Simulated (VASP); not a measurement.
# MgO (P-6m2) in VASP: notebook

MgO is run at these levels: PBEsol; tasks: single point.

Everything below comes from runs of VASP 6.6.1. Logs are shortened: lines on timing, memory, paths and dates and some standing lists are left out, and cuts for length are marked.

## 1. The cell of the first run

The structure is hexagonal, space group P-6m2 (No. 187). Conventional cell: a = 2.875 Å, b = 2.875 Å, c = 2.797 Å, α = 90.00°, β = 90.00°, γ = 120.00°. Within 2.9 Å of Mg (site symmetry -6m2) lie 6 O at 2.17 Å and 8 Mg at 2.80 to 2.88 Å. O (site symmetry -6m2) has 6 Mg at 2.17 Å and 8 O at 2.80 to 2.88 Å within 2.9 Å.

## 2. Single point, PBEsol

Input file INCAR:

```
PREC = Accurate ; ENCUT = 600
EDIFF = 1E-6 ; ISMEAR = -1
SIGMA = 0.05 ; LREAL = F
LASPH = T ; NELM = 120
ALGO = Normal ; ISIF = 2
LWAVE = F ; LCHARG = T
GGA = PS ; LELF = T
LVHAR = T ; NBANDS = 11
GGA_COMPAT = F
```

Input file KPOINTS:

```
Automatic mesh
0
Gamma
  7 7 7
```

Input file POSCAR:

```
MgO
1.0
    2.8754908355      0.0000000000      0.0000000000
   -1.4377449284      2.4902482853      0.0000000000
    0.0000000000      0.0000000000      2.7974913388
Mg O
1 1
Direct
    0.0000000000      0.0000000000      0.0000000000
    0.3333333333      0.6666666667      0.5000000000
```

Potentials or basis: VASP PAW PBE potentials, release 64 (Mg, O).

On the command line:

```console
cat potpaw_PBE.64/Mg/POTCAR potpaw_PBE.64/O/POTCAR > POTCAR
mpirun -np 1 vasp_std > vasp.out
```

OUTCAR:

```text
PREC = Accurate
   ENCUT = 600
   EDIFF = 1E-6
   ISMEAR = -1
   LREAL = F
   LASPH = T
   NELM = 120
   ISIF = 2
   GGA = PS

 ion  position               nearest neighbor table
   1  0.000  0.000  0.000-   2 2.17   2 2.17   2 2.17   2 2.17   2 2.17   2 2.17
   2  0.333  0.667  0.500-   1 2.17   1 2.17   1 2.17   1 2.17   1 2.17   1 2.17

  LATTYP: Found a hexagonal cell.
 ALAT       =     2.8754908355
 C/A-ratio  =     0.9728743713

  Lattice vectors:

 A1 = (   2.8754908355,   0.0000000000,   0.0000000000)
 A2 = (  -1.4377449284,   2.4902482853,   0.0000000000)
 A3 = (   0.0000000000,   0.0000000000,   2.7974913388)

Analysis of symmetry for initial positions (statically):
=====================================================================
 Subroutine PRICEL returns:
 Original cell was already a primitive cell.

 Routine SETGRP: Setting up the symmetry group for a
 hexagonal supercell.

 Subroutine GETGRP returns: Found 12 space group operations
 (whereof 12 operations were pure point group operations)
 out of a pool of 24 trial point group operations.

The static configuration has the point symmetry D_3h.

Analysis of symmetry for dynamics (positions and initial velocities):
=====================================================================
 Subroutine PRICEL returns:
 Original cell was already a primitive cell.

 Routine SETGRP: Setting up the symmetry group for a
 hexagonal supercell.

 Subroutine GETGRP returns: Found 12 space group operations
 (whereof 12 operations were pure point group operations)
 out of a pool of 24 trial point group operations.

The dynamic configuration has the point symmetry D_3h.

 Subroutine INISYM returns: Found 12 space group operations
 (whereof 12 operations are pure point group operations),
 and found     1 'primitive' translations

----------------------------------------------------------------------------------------

                                     Primitive cell

  volume of cell :      20.0320

  direct lattice vectors                    reciprocal lattice vectors
     2.875490835  0.000000000  0.000000000     0.347766714  0.200783124  0.000000000
    -1.437744928  2.490248285  0.000000000     0.000000000  0.401566384  0.000000000
     0.000000000  0.000000000  2.797491339     0.000000000  0.000000000  0.357463126

  length of vectors
     2.875490835  2.875490741  2.797491339     0.401566371  0.401566384  0.357463126

  position of ions in fractional coordinates (direct lattice)
     0.000000000  0.000000000  0.000000000
     0.333333333  0.666666667  0.500000000

  ion indices of the primitive-cell ions
   primitive index   ion index
                 1           1
                 2           2

----------------------------------------------------------------------------------------

 KPOINTS: Automatic mesh

Automatic generation of k-mesh.
 Grid dimensions read from file:
 generate k-points for:    7    7    7

 Generating k-lattice:

  Cartesian coordinates                     Fractional coordinates (reciprocal lattice)
     0.049680959  0.028683303  0.000000000     0.142857143  0.000000000  0.000000000
     0.000000000  0.057366626  0.000000000     0.000000000  0.142857143  0.000000000
     0.000000000  0.000000000  0.051066161     0.000000000  0.000000000  0.142857143

  Length of vectors
     0.057366624  0.057366626  0.051066161

  Shift w.r.t. Gamma in fractional coordinates (k-lattice)
     0.000000000  0.000000000  0.000000000

 Subroutine IBZKPT returns following result:
 ===========================================

 Found     32 irreducible k-points:

 Following reciprocal coordinates:
            Coordinates               Weight
  0.000000  0.000000  0.000000      1.000000
  0.142857  0.000000  0.000000      6.000000
  0.285714  0.000000  0.000000      6.000000
  0.428571 -0.000000  0.000000      6.000000
  0.142857  0.142857  0.000000      6.000000
  0.285714  0.142857  0.000000     12.000000
[... 16 lines left out ...]
  0.428571  0.142857  0.285714     12.000000
  0.285714  0.285714  0.285714     12.000000
 [... further k-points ...]
   k-points           NKPTS =     32   k-points in BZ     NKDIM =     32   number of bands    NBANDS=     11
   number of dos      NEDOS =    301   number of ions     NIONS =      2
   total plane-waves  NPLWV =  13824
   dimension x,y,z NGX =    24 NGY =   24 NGZ =   24
   dimension x,y,z NGXF=    48 NGYF=   48 NGZF=   48
   ions per type =               1   1
   NGX,Y,Z   is equivalent  to a cutoff of  13.88, 13.88, 14.26 a.u.
   NGXF,Y,Z  is equivalent  to a cutoff of  27.75, 27.75, 28.52 a.u.
 SYSTEM =  unknown system
   PREC   = accura    normal or accurate (medium, high low for compatibility)
   ISTART =      0    job   : 0-new  1-cont  2-samecut
   ICHARG =      2    charge: 1-file 2-atom 10-const
   ISPIN  =      1    spin polarized calculation?
   LNONCOLLINEAR =      F non collinear calculations
   LSORBIT =      F    spin-orbit coupling
   LASPH  =      T    aspherical Exc in radial PAW
   ENCUT  =  600.0 eV  44.10 Ry    6.64 a.u.   5.74  5.74  5.59*2*pi/ulx,y,z
   NELM   =    120;   NELMIN=  2; NELMDL= -5     # of ELM steps
   EDIFF  = 0.1E-05   stopping-criterion for ELM
   LREAL  =      F    real-space projection
   EDIFFG = 0.1E-04   stopping-criterion for IOM
   NSW    =      0    number of steps for IOM
   IBRION =     -1    ionic relax: 0-MD 1-quasi-New 2-CG
   NFREE  =      0    steps in history (QN), initial steepest desc. (CG)
   ISIF   =      2    stress and relaxation
   ISYM   =      2    0-nonsym 1-usesym 2-fastsym
   POTIM  = 0.5000    time-step for ionic-motion
   TEBEG  =    0.0;   TEEND  =   0.0 temperature during run
   PSTRESS=    0.0 pullay stress
   NELECT =       8.0000    total number of electrons
   NUPDOWN=      -1.0000    fix difference up-down
   EMIN   =  10.00;   EMAX   =-10.00  energy-range for DOS
   EFERMI =   0.00;   METHOD = LEGACY
   ISMEAR =    -1;   SIGMA  =   0.05  broadening in eV -4-tet -1-fermi 0-gaus
   EFERMI_NEDOS =   21; number of points for ismear=-14 and -15
   IALGO  =     38    algorithm
   IMIX   =      4    mixing-type and parameters
     AMIX     =   0.40;   BMIX     =  1.00
     AMIX_MAG =   1.60;   BMIX_MAG =  1.00
  volume/ion in A,a.u.               =      10.02        67.59
  Fermi-wavevector in a.u.,A,eV,Ry     =   1.205583  2.278221 19.775113  1.453430
  Thomas-Fermi vector in A             =   2.341275
   LORBIT       =      0    0 simple, 1 ext, 2 COOP (PROOUT), +10 PAW based schemes
   GGA     = PS    functional components
   LHFCALC =     F    Hartree Fock is set to
   AEXX    =    0.0000 exact exchange contribution
   IVDW    =     0    specifies the selected vdW correction
   LEPSILON=     F    determine dielectric tensor
   LRPA    =     F    only Hartree local field effects (RPA)
 non-spin polarized calculation
  energy-cutoff  :      600.00
  volume of cell :       20.03
 maximum number of plane-waves:       678
 NGX is ok and might be reduce to    24
   NGX = 11   NGY = 11   NGZ = 11

 number of electron       7.9999999 magnetization

 Free energy of the ion-electron system (eV)
  ---------------------------------------------------
  ext. energy  EPLUGINS =         0.00000000
  ---------------------------------------------------
  free energy    TOTEN  =       -11.72622555 eV

  energy without entropy =      -11.72622555  energy(sigma->0) =      -11.72622555

 E-fermi :   4.4420     XC(G=0): -10.9731

 val. band max:        3.3163825657   @ k =   0.0000   0.0000   0.4286
 cond. band min:       5.8818408724   @ k =   0.0000   0.0000   0.0000
 fundamental gap:      2.5654583067
 Fermi energy:         4.4420303779

 k-point     1 :       0.0000    0.0000    0.0000
  band No.  band energies     occupation
      1     -14.1288      2.00000
      2       2.2364      2.00000
      3       2.9500      2.00000
      4       2.9500      2.00000
      5       5.8818      0.00000
      6      14.6557      0.00000
      7      19.5407      0.00000
      8      19.5407      0.00000
      9      22.6922      0.00000
     10      23.4092      0.00000
     11      25.5053      0.00000

 k-point     2 :       0.1429    0.0000    0.0000
  band No.  band energies     occupation
      1     -13.9347      2.00000
      2       1.6796      2.00000
      3       2.3215      2.00000
      4       2.7938      2.00000
      5       6.9734      0.00000
      6      15.0121      0.00000
      7      17.3627      0.00000
      8      19.9704      0.00000
      9      22.3168      0.00000
     10      24.3448      0.00000
     11      25.9829      0.00000

 k-point     3 :       0.2857    0.0000    0.0000
  band No.  band energies     occupation
      1     -13.4590      2.00000
      2      -0.2029      2.00000
      3       2.4651      2.00000
      4       2.5219      2.00000
      5       8.5395      0.00000
      6      14.3314      0.00000
      7      16.3892      0.00000
      8      20.7398      0.00000
      9      21.3968      0.00000
     10      23.7804      0.00000
     11      27.8029      0.00000

 k-point     4 :       0.4286   -0.0000    0.0000
  band No.  band energies     occupation
      1     -13.0264      2.00000
      2      -1.4379      2.00000
      3       2.2208      2.00000
      4       2.6929      2.00000
      5       9.5669      0.00000
      6      13.6015      0.00000
      7      15.8550      0.00000
      8      20.6044      0.00000
      9      21.1522      0.00000
     10      24.6671      0.00000
     11      27.0145      0.00000
[... 239 lines left out ...]
 k-point    22 :       0.2857    0.1429    0.2857
  band No.  band energies     occupation
      1     -12.7508      2.00000
      2      -0.2836      2.00000
      3       0.4690      2.00000
      4       2.0138      2.00000
      5       9.8644      0.00000
      6      14.4543      0.00000
      7      17.2024      0.00000
      8      17.7890      0.00000
      9      19.1564      0.00000
     10      24.8059      0.00000
     11      26.4898      0.00000

 k-point    23 :       0.4286    0.1429    0.2857
  band No.  band energies     occupation
      1     -12.5597      2.00000
      2      -0.6425      2.00000
      3       0.6278      2.00000
      4       1.7660      2.00000
      5       9.7857      0.00000
      6      13.9289      0.00000
      7      17.4420      0.00000
      8      18.0037      0.00000
      9      18.6186      0.00000
     10      25.2876      0.00000
     11      26.3317      0.00000

 k-point    24 :       0.2857    0.2857    0.2857
  band No.  band energies     occupation
      1     -12.5169      2.00000
      2      -0.1654      2.00000
      3       0.7110      2.00000
      4       0.8725      2.00000
      5      10.0173      0.00000
      6      14.5206      0.00000
      7      16.8424      0.00000
      8      17.6854      0.00000
      9      18.5606      0.00000
     10      25.2744      0.00000
     11      29.0243      0.00000

 [... further k-points ...]

------------------------ aborting loop because EDIFF is reached ----------------------------------------

  FORCE on cell =-STRESS in cart. coord.  units (eV):
  Direction    XX          YY          ZZ          XY          YZ          ZX
  --------------------------------------------------------------------------------------
  -------------------------------------------------------------------------------------
  Total        0.7214194      0.7214195     -3.5232794      0.0000001      0.0000000      0.0000000
  in kB       57.6998929     57.6999009   -281.7956423      0.0000113      0.0000000      0.0000000
  external PRESSURE =     -55.4652828 kB  Pullay stress =       0.0000000 kB

 VOLUME and BASIS-vectors are now :
 -----------------------------------------------------------------------------
  energy-cutoff  :      600.00
  volume of cell :       20.03
      direct lattice vectors                 reciprocal lattice vectors
     2.875490835  0.000000000  0.000000000     0.347766714  0.200783124  0.000000000
    -1.437744928  2.490248285  0.000000000     0.000000000  0.401566384  0.000000000
     0.000000000  0.000000000  2.797491339     0.000000000  0.000000000  0.357463126

 POSITION                                       TOTAL-FORCE (eV/Angst)
 -----------------------------------------------------------------------------------
      0.00000      0.00000      0.00000         0.000000      0.000000      0.000000
      0.00000      1.66017      1.39875        -0.000000      0.000000      0.000000
 -----------------------------------------------------------------------------------
    total drift:                                0.000008     -0.000003     -0.000000

  FREE ENERGIE OF THE ION-ELECTRON SYSTEM (eV)
  ---------------------------------------------------
  free  energy   TOTEN  =       -11.7262255468 eV

  energy  without entropy=      -11.7262255468  energy(sigma->0) =      -11.72622555
```

Wall time 3.4 s (1 thread of Intel Xeon 6975P-C (Granite Rapids), shared host); peak memory 0.14 GiB.

What came out:

| Property | Result |
| --- | --- |
| Free energy | -11.7262 eV |
| Pressure | -5.5 GPa |
| Band gap on the k mesh | 2.57 eV, indirect (least direct gap 2.93 eV) |

Levels at points of the mesh, in eV from the valence-band top:
| k point | band 2 | band 3 | band 4 | band 5 | band 6 | band 7 |
| --- | --- | --- | --- | --- | --- | --- |
| (0.00, 0.00, 0.00) | -1.08 | -0.37 | -0.37 | 2.57 | 11.34 | 16.22 |

Caveat: the PAW data sets were made with another functional, which shifts forces and pressure a little. As with any semilocal functional, this PBEsol gap is likely too small.

## 3. Single point, PBEsol

Input file INCAR:

```
  ALGO = Normal
  EDIFF = 1E-6
  ENCUT = 600
  GGA = PS
  GGA_COMPAT = F
  ISIF = 2
  ISMEAR = -1
  LASPH = T
  LCHARG = F
  LREAL = F
  LWAVE = F
  NBANDS = 11
  NELM = 120
  PREC = Accurate
  SIGMA = 0.05
```

Input file KPOINTS:

```
k-points
0
Gamma
  7 7 7
```

Input file POSCAR:

```
MgO
1.0
    2.8461470448      0.0000000000      0.0000000000
   -1.4230730380      2.4648358153      0.0000000000
    0.0000000000      0.0000000000      2.8554730018
Mg O
1 1
Direct
    0.0000000000      0.0000000000      0.0000000000
    0.3333333333      0.6666666667      0.5000000000
```

Potentials or basis: VASP PAW PBE potentials, release 64 (Mg, O).

On the command line:

```console
cat potpaw_PBE.64/Mg/POTCAR potpaw_PBE.64/O/POTCAR > POTCAR
mpirun -np 1 vasp_std > vasp.out
```

OUTCAR:

```text
EDIFF = 1E-6
   ENCUT = 600
   GGA = PS
   ISIF = 2
   ISMEAR = -1
   LASPH = T
   LREAL = F
   NELM = 120
   PREC = Accurate

 ion  position               nearest neighbor table
   1  0.000  0.000  0.000-   2 2.18   2 2.18   2 2.18   2 2.18   2 2.18   2 2.18
   2  0.333  0.667  0.500-   1 2.18   1 2.18   1 2.18   1 2.18   1 2.18   1 2.18

  LATTYP: Found a hexagonal cell.
 ALAT       =     2.8461470448
 C/A-ratio  =     1.0032766954

[... 521 lines left out ...]
     11      28.9650      0.00000

 [... further k-points ...]

------------------------ aborting loop because EDIFF is reached ----------------------------------------

  FORCE on cell =-STRESS in cart. coord.  units (eV):
  Direction    XX          YY          ZZ          XY          YZ          ZX
  --------------------------------------------------------------------------------------
  -------------------------------------------------------------------------------------
  Total        1.3619665      1.3619667     -4.8699393      0.0000003     -0.0000000     -0.0000000
  in kB      108.9315342    108.9315494   -389.5029431      0.0000214     -0.0000000     -0.0000000
  external PRESSURE =     -57.2132865 kB  Pullay stress =       0.0000000 kB

 VOLUME and BASIS-vectors are now :
 -----------------------------------------------------------------------------
  energy-cutoff  :      600.00
  volume of cell :       20.03
      direct lattice vectors                 reciprocal lattice vectors
     2.846147045  0.000000000  0.000000000     0.351352191  0.202853199  0.000000000
    -1.423073038  2.464835815  0.000000000     0.000000000  0.405706536  0.000000000
     0.000000000  0.000000000  2.855473002     0.000000000  0.000000000  0.350204677

 POSITION                                       TOTAL-FORCE (eV/Angst)
 -----------------------------------------------------------------------------------
      0.00000      0.00000      0.00000         0.000000      0.000000      0.000000
      0.00000      1.64322      1.42774        -0.000000     -0.000000      0.000000
 -----------------------------------------------------------------------------------
    total drift:                                0.000008     -0.000003     -0.000000

  FREE ENERGIE OF THE ION-ELECTRON SYSTEM (eV)
  ---------------------------------------------------
  free  energy   TOTEN  =       -11.6187227319 eV

  energy  without entropy=      -11.6187227318  energy(sigma->0) =      -11.61872273
```

It took 3.3 s on 1 thread of Intel Xeon 6975P-C (Granite Rapids), shared host; peak memory 0.14 GiB.

Results:

```
Free energy            : -11.6187 eV
Pressure               : -5.7 GPa
Band gap on the k mesh : 2.23 eV, indirect (least direct gap 2.55 eV)
```

Levels at points of the mesh, in eV from the valence-band top:
| k point | band 2 | band 3 | band 4 | band 5 | band 6 | band 7 |
| --- | --- | --- | --- | --- | --- | --- |
| (0.00, 0.00, 0.00) | -1.46 | -0.32 | -0.32 | 2.23 | 11.18 | 16.50 |

Caveat: the PAW data sets were made with another functional, which shifts forces and pressure a little. As with any semilocal functional, this PBEsol gap is likely too small.
